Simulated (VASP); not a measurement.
# Si7Ge (R3m) in VASP: single point with r2SCAN

Aim: the single point of Si7Ge with r2SCAN.

All numbers are computed with VASP 6.6.1; they aren't measurements. Logs are shortened: lines on timing, memory, paths and dates and some standing lists are left out, and cuts for length are marked.

## 1. The cell of the first run

It takes space group R3m (No. 160, trigonal). Conventional cell: a = 7.733 Å, b = 7.733 Å, c = 9.471 Å, α = 90.00°, β = 90.00°, γ = 120.00°. Within 3.1 Å of Si (site symmetry 3m) lie 3 Si at 2.36 Å and 1 Ge at 2.38 Å. Si (site symmetry m) has 4 Si at 2.36 Å within 3.1 Å. Within 3.1 Å of Si (site symmetry m) lie 3 Si at 2.36 Å and 1 Ge at 2.40 Å. Within 3.1 Å of Ge (site symmetry 3m) lie 4 Si at 2.38 to 2.40 Å.

## 2. Single point, r2SCAN (atoms displaced along a vibrational mode)

POSCAR

```
Si7Ge
1.0
    5.4679684304      0.0000000000      0.0000000000
    0.0000000000      5.4679684304      0.0000000000
    0.0000000000      0.0000000000      5.4679684304
Si Ge
7 1
Direct
    0.2589782116      0.2589782116      0.2589782116
   -0.0098040554      0.4981121653      0.4981121653
    0.4981121653      0.4981121653     -0.0098040554
    0.4981121653     -0.0098040554      0.4981121653
    0.7458443345      0.2424334902      0.7458443345
    0.7458443345      0.7458443345      0.2424334902
    0.2424334902      0.7458443345      0.7458443345
    0.0079190783      0.0079190783      0.0079190783
```

INCAR.step1

```
SYSTEM = Si7Ge
  ALGO = Normal
  EDIFF = 1E-5
  ENCUT = 550
  GGA = PE
  GGA_COMPAT = .FALSE.
  ISMEAR = 0
  LASPH = .TRUE.
  LCHARG = .FALSE.
  LREAL = .FALSE.
  LWAVE = .TRUE.
  NBANDS = 31
  NELM = 120
  PREC = Accurate
  SIGMA = 0.05
```

INCAR.step2

```
SYSTEM = Si7Ge
  ALGO = Normal
  EDIFF = 1E-6
  ENCUT = 550
  GGA_COMPAT = .FALSE.
  ISIF = 2
  ISMEAR = 0
  ISTART = 1
  LASPH = .TRUE.
  LCHARG = .FALSE.
  LMIXTAU = .TRUE.
  LREAL = .FALSE.
  LWAVE = .FALSE.
  METAGGA = R2SCAN
  NBANDS = 31
  NELM = 120
  PREC = Accurate
  SIGMA = 0.05
```

KPOINTS

```
k-points
0
G
  6 6 6
  0 0 0
```

Potentials or basis: VASP PAW PBE potentials, release 64 (Si, Ge_d).

On the command line:

```
$ cat potpaw_PBE.64/Si/POTCAR potpaw_PBE.64/Ge_d/POTCAR > POTCAR
$ cp INCAR.step1 INCAR
$ mpirun -np 1 vasp_std > vasp.out
$ cp INCAR.step2 INCAR
$ mpirun -np 1 vasp_std > vasp.out
```

OUTCAR:

```text
SYSTEM = Si7Ge
   EDIFF = 1E-6
   ENCUT = 550
   ISIF = 2
   ISMEAR = 0
   ISTART = 1
   LASPH = .TRUE.
   LREAL = .FALSE.
   METAGGA = R2SCAN
   NELM = 120
   PREC = Accurate

 ion  position               nearest neighbor table
   1  0.259  0.259  0.259-   2 2.36   3 2.36   4 2.36   8 2.38
   2  0.990  0.498  0.498-   7 2.36   6 2.36   5 2.36   1 2.36
   3  0.498  0.498  0.990-   6 2.36   5 2.36   7 2.36   1 2.36
   4  0.498  0.990  0.498-   5 2.36   6 2.36   7 2.36   1 2.36
   5  0.746  0.242  0.746-   4 2.36   3 2.36   2 2.36   8 2.40
   6  0.746  0.746  0.242-   3 2.36   2 2.36   4 2.36   8 2.40
   7  0.242  0.746  0.746-   2 2.36   3 2.36   4 2.36   8 2.40
   8  0.008  0.008  0.008-   1 2.38   5 2.40   6 2.40   7 2.40

  LATTYP: Found a simple cubic cell.
 ALAT       =     5.4679684304

  Lattice vectors:

 A1 = (   5.4679684304,   0.0000000000,   0.0000000000)
 A2 = (   0.0000000000,   5.4679684304,   0.0000000000)
 A3 = (   0.0000000000,   0.0000000000,   5.4679684304)

Analysis of symmetry for initial positions (statically):
=====================================================================
 Subroutine PRICEL returns:
 Original cell was already a primitive cell.

 Routine SETGRP: Setting up the symmetry group for a
 simple cubic supercell.

 Subroutine GETGRP returns: Found  6 space group operations
 (whereof  6 operations were pure point group operations)
 out of a pool of 48 trial point group operations.

The static configuration has the point symmetry C_3v.

Analysis of symmetry for dynamics (positions and initial velocities):
=====================================================================
 Subroutine PRICEL returns:
 Original cell was already a primitive cell.

 Routine SETGRP: Setting up the symmetry group for a
 simple cubic supercell.

 Subroutine GETGRP returns: Found  6 space group operations
 (whereof  6 operations were pure point group operations)
 out of a pool of 48 trial point group operations.

The dynamic configuration has the point symmetry C_3v.

 Subroutine INISYM returns: Found  6 space group operations
 (whereof  6 operations are pure point group operations),
 and found     1 'primitive' translations

----------------------------------------------------------------------------------------

                                     Primitive cell

  volume of cell :     163.4850

  direct lattice vectors                    reciprocal lattice vectors
     5.467968430  0.000000000  0.000000000     0.182883280  0.000000000  0.000000000
     0.000000000  5.467968430  0.000000000     0.000000000  0.182883280  0.000000000
     0.000000000  0.000000000  5.467968430     0.000000000  0.000000000  0.182883280

  length of vectors
     5.467968430  5.467968430  5.467968430     0.182883280  0.182883280  0.182883280

  position of ions in fractional coordinates (direct lattice)
     0.258978212  0.258978212  0.258978212
     0.990195945  0.498112165  0.498112165
     0.498112165  0.498112165  0.990195945
     0.498112165  0.990195945  0.498112165
     0.745844334  0.242433490  0.745844334
     0.745844334  0.745844334  0.242433490
     0.242433490  0.745844334  0.745844334
     0.007919078  0.007919078  0.007919078

  ion indices of the primitive-cell ions
   primitive index   ion index
                 1           1
                 2           2
                 3           3
                 4           4
                 5           5
                 6           6
                 7           7
                 8           8

----------------------------------------------------------------------------------------

 KPOINTS: k-points

Automatic generation of k-mesh.
 Grid dimensions read from file:
 generate k-points for:    6    6    6

 Generating k-lattice:

  Cartesian coordinates                     Fractional coordinates (reciprocal lattice)
     0.030480547  0.000000000  0.000000000     0.166666667  0.000000000  0.000000000
     0.000000000  0.030480547  0.000000000     0.000000000  0.166666667  0.000000000
     0.000000000  0.000000000  0.030480547     0.000000000  0.000000000  0.166666667

  Length of vectors
     0.030480547  0.030480547  0.030480547

  Shift w.r.t. Gamma in fractional coordinates (k-lattice)
     0.000000000  0.000000000  0.000000000

 Subroutine IBZKPT returns following result:
 ===========================================

 Found     32 irreducible k-points:

 Following reciprocal coordinates:
            Coordinates               Weight
  0.000000  0.000000  0.000000      1.000000
  0.166667  0.000000  0.000000      6.000000
  0.333333  0.000000  0.000000      6.000000
  0.500000  0.000000  0.000000      3.000000
  0.166667  0.166667  0.000000      6.000000
 -0.166667  0.166667  0.000000      6.000000
[... 16 lines left out ...]
 -0.166667  0.333333  0.333333      6.000000
  0.500000  0.333333  0.166667     12.000000
 [... further k-points ...]
   k-points           NKPTS =     32   k-points in BZ     NKDIM =     32   number of bands    NBANDS=     31
   number of dos      NEDOS =    301   number of ions     NIONS =      8
   total plane-waves  NPLWV =  74088
   dimension x,y,z NGX =    42 NGY =   42 NGZ =   42
   dimension x,y,z NGXF=    84 NGYF=   84 NGZF=   84
   ions per type =               7   1
   NGX,Y,Z   is equivalent  to a cutoff of  12.77, 12.77, 12.77 a.u.
   NGXF,Y,Z  is equivalent  to a cutoff of  25.54, 25.54, 25.54 a.u.
 SYSTEM =  Si7Ge
   PREC   = accura    normal or accurate (medium, high low for compatibility)
   ISTART =      1    job   : 0-new  1-cont  2-samecut
   ICHARG =      0    charge: 1-file 2-atom 10-const
   ISPIN  =      1    spin polarized calculation?
   LNONCOLLINEAR =      F non collinear calculations
   LSORBIT =      F    spin-orbit coupling
   LASPH  =      T    aspherical Exc in radial PAW
   ENCUT  =  550.0 eV  40.42 Ry    6.36 a.u.  10.46 10.46 10.46*2*pi/ulx,y,z
   NELM   =    120;   NELMIN=  2; NELMDL=  0     # of ELM steps
   EDIFF  = 0.1E-05   stopping-criterion for ELM
   LREAL  =      F    real-space projection
[... 7 lines left out ...]
   TEBEG  =    0.0;   TEEND  =   0.0 temperature during run
   PSTRESS=    0.0 pullay stress
   NELECT =      42.0000    total number of electrons
   NUPDOWN=      -1.0000    fix difference up-down
   EMIN   =  10.00;   EMAX   =-10.00  energy-range for DOS
   EFERMI =   0.00;   METHOD = LEGACY
   ISMEAR =     0;   SIGMA  =   0.05  broadening in eV -4-tet -1-fermi 0-gaus
   EFERMI_NEDOS =   21; number of points for ismear=-14 and -15
   IALGO  =     38    algorithm
   IMIX   =      4    mixing-type and parameters
     AMIX     =   0.40;   BMIX     =  1.00
     AMIX_MAG =   1.60;   BMIX_MAG =  1.00
  volume/ion in A,a.u.               =      20.44       137.91
  Fermi-wavevector in a.u.,A,eV,Ry     =   1.040715  1.966667 14.736311  1.083088
  Thomas-Fermi vector in A             =   2.175304
   LORBIT       =      0    0 simple, 1 ext, 2 COOP (PROOUT), +10 PAW based schemes
   METAGGA = R2SCAN    functional components
   LHFCALC =     F    Hartree Fock is set to
   AEXX    =    0.0000 exact exchange contribution
   IVDW    =     0    specifies the selected vdW correction
   LEPSILON=     F    determine dielectric tensor
   LRPA    =     F    only Hartree local field effects (RPA)
 non-spin polarized calculation
 Gauss-broadening in eV      SIGMA  =   0.05
  energy-cutoff  :      550.00
  volume of cell :      163.49
 maximum number of plane-waves:      4828
 NGX is ok and might be reduce to    42
   NGX = 21   NGY = 21   NGZ = 21

 number of electron      41.9999987 magnetization

 Free energy of the ion-electron system (eV)
  ---------------------------------------------------
  ext. energy  EPLUGINS =         0.00000000
  ---------------------------------------------------
  free energy    TOTEN  =       -75.22775637 eV

  energy without entropy =      -75.22775637  energy(sigma->0) =      -75.22775637

 E-fermi :   5.8552     XC(G=0):  -9.9762

 val. band max:        5.5507766949   @ k =   0.0000   0.0000   0.0000
 cond. band min:       6.1671342659   @ k =   0.0000   0.0000   0.0000
 fundamental gap:      0.6163575710
 Fermi energy:         5.8551693878

 k-point     1 :       0.0000    0.0000    0.0000
  band No.  band energies     occupation
      1     -19.2397      2.00000
      2     -19.2397      2.00000
      3     -19.2321      2.00000
      4     -19.2071      2.00000
      5     -19.2071      2.00000
      6      -7.0422      2.00000
[... 23 lines left out ...]
     30       8.3721      0.00000
     31       9.0038      0.00000

 k-point     2 :       0.1667    0.0000    0.0000
  band No.  band energies     occupation
      1     -19.2397      2.00000
      2     -19.2397      2.00000
      3     -19.2322      2.00000
      4     -19.2071      2.00000
      5     -19.2071      2.00000
      6      -6.9167      2.00000
[... 23 lines left out ...]
     30       8.9648      0.00000
     31       9.6883      0.00000

 k-point     3 :       0.3333    0.0000    0.0000
  band No.  band energies     occupation
      1     -19.2398      2.00000
      2     -19.2397      2.00000
      3     -19.2322      2.00000
      4     -19.2071      2.00000
      5     -19.2070      2.00000
      6      -6.5435      2.00000
[... 23 lines left out ...]
     30      10.2143      0.00000
     31      10.2466      0.00000

 k-point     4 :       0.5000    0.0000    0.0000
  band No.  band energies     occupation
      1     -19.2398      2.00000
      2     -19.2397      2.00000
      3     -19.2322      2.00000
      4     -19.2071      2.00000
      5     -19.2069      2.00000
      6      -6.0133      2.00000
[... 635 lines left out ...]
     30      10.6749      0.00000
     31      10.7574      0.00000

 k-point    23 :      -0.1667    0.3333    0.3333
  band No.  band energies     occupation
      1     -19.2398      2.00000
      2     -19.2398      2.00000
      3     -19.2322      2.00000
      4     -19.2070      2.00000
      5     -19.2069      2.00000
      6      -5.9571      2.00000
[... 23 lines left out ...]
     30      10.6945      0.00000
     31      10.7488      0.00000

 k-point    24 :       0.5000    0.3333    0.1667
  band No.  band energies     occupation
      1     -19.2398      2.00000
      2     -19.2398      2.00000
      3     -19.2322      2.00000
      4     -19.2070      2.00000
      5     -19.2069      2.00000
      6      -5.4864      2.00000
[... 23 lines left out ...]
     30      10.5124      0.00000
     31      10.5516      0.00000

 [... further k-points ...]

------------------------ aborting loop because EDIFF is reached ----------------------------------------

  FORCE on cell =-STRESS in cart. coord.  units (eV):
  Direction    XX          YY          ZZ          XY          YZ          ZX
  --------------------------------------------------------------------------------------
  -------------------------------------------------------------------------------------
  Total       -0.2705645     -0.2705645     -0.2705645      0.1002077      0.1002077      0.1002077
  in kB       -2.6515718     -2.6515718     -2.6515718      0.9820506      0.9820506      0.9820506
  external PRESSURE =      -2.6515718 kB  Pullay stress =       0.0000000 kB

 VOLUME and BASIS-vectors are now :
 -----------------------------------------------------------------------------
  energy-cutoff  :      550.00
  volume of cell :      163.49
      direct lattice vectors                 reciprocal lattice vectors
     5.467968430  0.000000000  0.000000000     0.182883280  0.000000000  0.000000000
     0.000000000  5.467968430  0.000000000     0.000000000  0.182883280  0.000000000
     0.000000000  0.000000000  5.467968430     0.000000000  0.000000000  0.182883280

 POSITION                                       TOTAL-FORCE (eV/Angst)
 -----------------------------------------------------------------------------------
      1.41608      1.41608      1.41608        -0.036047     -0.036047     -0.036047
      5.41436      2.72366      2.72366         0.098490      0.005939      0.005939
      2.72366      2.72366      5.41436         0.005939      0.005939      0.098490
      2.72366      5.41436      2.72366         0.005939      0.098490      0.005939
      4.07825      1.32562      4.07825         0.019932      0.107812      0.019932
      4.07825      4.07825      1.32562         0.019932      0.019932      0.107812
      1.32562      4.07825      4.07825         0.107812      0.019932      0.019932
      0.04330      0.04330      0.04330        -0.221997     -0.221997     -0.221997
 -----------------------------------------------------------------------------------
    total drift:                               -0.005779     -0.005779     -0.005797

  FREE ENERGIE OF THE ION-ELECTRON SYSTEM (eV)
  ---------------------------------------------------
  free  energy   TOTEN  =       -75.2277563703 eV

  energy  without entropy=      -75.2277563703  energy(sigma->0) =      -75.22775637
```

Run time: 16 min. Hardware: 1 thread of Oxide Virtual Turin-like, shared host; peak memory 0.34 GiB.

What came out:

```yaml
Free_energy: -75.2278 eV
Pressure: -0.3 GPa
Largest_force: 0.385 eV/Å
Band_gap_on_the_k_mesh: 0.62 eV
```

Forces in eV/Å, atoms in the order of the input:
```
Si  -0.036 -0.036 -0.036
Si   0.098  0.006  0.006
Si   0.006  0.006  0.098
Si   0.006  0.098  0.006
Si   0.020  0.108  0.020
Si   0.020  0.020  0.108
Si   0.108  0.020  0.020
Ge  -0.222 -0.222 -0.222
```

Stress tensor (GPa, compression positive):
```
-0.27  0.10  0.10
 0.10 -0.27  0.10
 0.10  0.10 -0.27
```

Caveat: the cell differs from its parent crystal (atoms displaced along a vibrational mode); the PAW data sets were made with another functional, which shifts forces and pressure a little.
